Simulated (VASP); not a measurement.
Input of a VASP 6.6.1 run:

Contents of INCAR:

```
PREC = Accurate ; ENCUT = 600
EDIFF = 1E-6 ; ISMEAR = 0
SIGMA = 0.1 ; LREAL = F
LASPH = T ; NELM = 60
ALGO = Fast ; ISIF = 4
LWAVE = F ; LCHARG = F
GGA = PE ; IBRION = 2
NSW = 50 ; EDIFFG = -0.01
```

Contents of KPOINTS:

```
Automatic mesh
0
Gamma
  22 22 20
```

File POSCAR:

```
Ga
1.0
    1.4179771738     -2.4615684583      0.0000000000
    1.4179771738      2.4615684583      0.0000000000
    0.0000000000      0.0000000000      2.6971127778
Ga
1
Direct
    0.5000000000      0.5000000000      0.0000000000
```

Potentials or basis: VASP PAW PBE potentials, release 64 (Ga_d).

The run is started by

```sh
$ cat potpaw_PBE.64/Ga_d/POTCAR > POTCAR
$ mpirun -np 1 vasp_std > vasp.out
```

**Question.** Estimate the band gap on the k mesh.

**Answer.** Zero (an odd number of electrons rules out a gap without spin polarisation).

Final structure:
```
Ga
1.0
     1.41798   -2.46157    0.00000
     1.41798    2.46157    0.00000
     0.00000    0.00000    2.69711
Ga
1
Direct
  0.50000 0.50000 0.00000
```
